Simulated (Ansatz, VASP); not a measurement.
## Two plane-wave programs on SnO2

INCAR

```
SYSTEM = SnO2
ALGO = Normal
EDIFF = 1E-6
ENCUT = 520
GGA = PS
ISIF = 2
ISMEAR = 0
LASPH = .TRUE.
LCHARG = .FALSE.
LREAL = .FALSE.
LWAVE = .FALSE.
NBANDS = 35
NELM = 60
PREC = Accurate
SIGMA = 0.05
```

File KPOINTS:

```
k-points
0
G
  6 6 10
  0 0 0
```

Contents of POSCAR:

```
SnO2
1.0
    4.8275742947      0.0000000000      0.0000000000
    0.0000000000      4.8275742947      0.0000000000
    0.0000000000      0.0000000000      3.2381011166
Sn O
2 4
Direct
    0.0000000000      0.0000000000      0.0000000000
    0.5000000000      0.5000000000      0.5000000000
    0.3065775573      0.3065775573      0.0000000000
    0.8065775573      0.1934224427      0.5000000000
    0.1934224427      0.8065775573      0.5000000000
    0.6934224427      0.6934224427      0.0000000000
```

Input for Ansatz:

```yaml
crystal:
  lattice:
    - [4.8275742947, 0.0, 0.0]
    - [0.0, 4.8275742947, 0.0]
    - [0.0, 0.0, 3.2381011166]
  atoms:
    - { symbol: Sn, position: [0.0, 0.0, 0.0] }
    - { symbol: Sn, position: [0.5, 0.5, 0.5] }
    - { symbol: O, position: [0.3065775573, 0.3065775573, 0.0] }
    - { symbol: O, position: [0.8065775573, 0.1934224427, 0.5] }
    - { symbol: O, position: [0.1934224427, 0.8065775573, 0.5] }
    - { symbol: O, position: [0.6934224427, 0.6934224427, 0.0] }
basis:
  ecutwfc: 420
  ecutrho_ratio: 4
kpoints:
  mp_grid: { grid: [6, 6, 10] }
hamiltonian:
  xc: pbesol
scf:
  occupations: { method: gaussian, width: 0.05 }
output:
  forces: true
  stress: true
  eigenvalues: true
  populations: true
```

Alike in both runs: task single point; functional PBEsol; k mesh 6 × 6 × 10; occupations gaussian, width 0.05 eV; no spin polarisation.

|  | VASP | Ansatz |
| --- | --- | --- |
| version | VASP 6.6.1 | Ansatz 0.2.0 |
| potentials or method | VASP PAW PBE potentials, release 64 (Sn_d, O), cutoff 520 eV | scalar-relativistic, plane waves, PAW |
| valence electrons in the cell | 52 | 52 |

Ansatz gave:

* gap on the k mesh at the Fermi level (eV): 0.59
* least direct gap on the mesh (eV): 0.59
* pressure (GPa): -5.8
* traceless stress, the component that is largest in VASP (GPa): -0.62
* rms of the force components (eV/Å): 0.029

Problem. Estimate VASP's values.

Solution. gap on the k mesh at the Fermi level (eV): 0.58; least direct gap on the mesh (eV): 0.58; pressure (GPa): -5.3; traceless stress, the component that is largest in VASP (GPa): -0.42; rms of the force components (eV/Å): 0.021.

VASP's potentials were made for PBE, not for PBEsol. Atom by atom the forces differ by 0.008 eV/Å (rms over components).
